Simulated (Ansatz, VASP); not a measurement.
Two plane-wave programs on KCl

POSCAR

```
KCl
1.0
   -0.0233818855      3.4839009449      3.4839009449
    3.4839009449     -0.0233818855      3.4839009449
    3.4839009449      3.4839009449     -0.0233818855
K Cl
1 1
Direct
   -0.0007996140     -0.0007996140     -0.0007996140
    0.2507996140      0.2507996140      0.2507996140
```

INCAR.step1

```
PREC = Accurate
ENCUT = 520
EDIFF = 1E-5
ISMEAR = 0
SIGMA = 0.01
LREAL = F
LASPH = T
NELM = 60
ALGO = Normal
ISIF = 2
LWAVE = T
LCHARG = F
GGA = PE
NBANDS = 15
```

INCAR.step2

```
PREC = Accurate
ENCUT = 520
EDIFF = 1E-6
ISMEAR = 0
SIGMA = 0.01
LREAL = F
LASPH = T
NELM = 60
ALGO = Normal
ISIF = 2
LWAVE = F
LCHARG = F
GGA = PE
LHFCALC = T
HFSCREEN = 0.2079
PRECFOCK = Normal
ISTART = 1
NBANDS = 15
```

Contents of KPOINTS:

```
Automatic mesh
0
Gamma
  4 4 4
```

Input for Ansatz:

```yaml
crystal:
  lattice:
    - [-0.0233818855, 3.4839009449, 3.4839009449]
    - [3.4839009449, -0.0233818855, 3.4839009449]
    - [3.4839009449, 3.4839009449, -0.0233818855]
  atoms:
    - { symbol: K, position: [-0.000799614, -0.000799614, -0.000799614] }
    - { symbol: Cl, position: [0.250799614, 0.250799614, 0.250799614] }
kpoints:
  mp_grid: { grid: [4, 4, 4] }
  band_path:
    path:
      - [0.0, 0.0, 0.0]
      - [-0.5, -0.5, 0.0]
      - [-0.375, -0.375, 0.25]
      - [-0.375, 0.0, 0.375]
      - [0.0, 0.0, 0.5]
      - [-0.5, -0.25, 0.25]
      - [0.0, 0.5, 0.5]
    npoints: 1
hamiltonian:
  xc: hse06
scf:
  occupations: { method: fixed }
  n_extra_bands: 4
output:
  forces: true
  stress: true
  eigenvalues: true
  write_density: true
  write_potential: true
  elf: true
  volumetric_format: npy
```

Change from the starting cell: shear_111 strain -1.0%.

Alike in both runs: task single point; functional HSE06; k mesh 4 × 4 × 4; no spin polarisation.

```csv
,VASP,Ansatz
version,VASP 6.6.1,Ansatz 0.2.0
potentials or method,"VASP PAW PBE potentials, release 64 (K_sv, Cl)","plane waves, PAW"
plane-wave cutoff (eV),520,420
occupations,"gaussian, width 0.01 eV",fixed
valence electrons in the cell,16,16
```

|  | VASP | Ansatz | Ansatz less VASP |
| --- | --- | --- | --- |
| gap on the k mesh at the Fermi level (eV) | 6.04 | 6.04 | +0.002 |
| pressure (GPa) | 0.3 | 0.3 | -0.03 |

Ansatz's warnings: stress exchange threshold loose, stress scf threshold loose, xc potential rough in thin density.
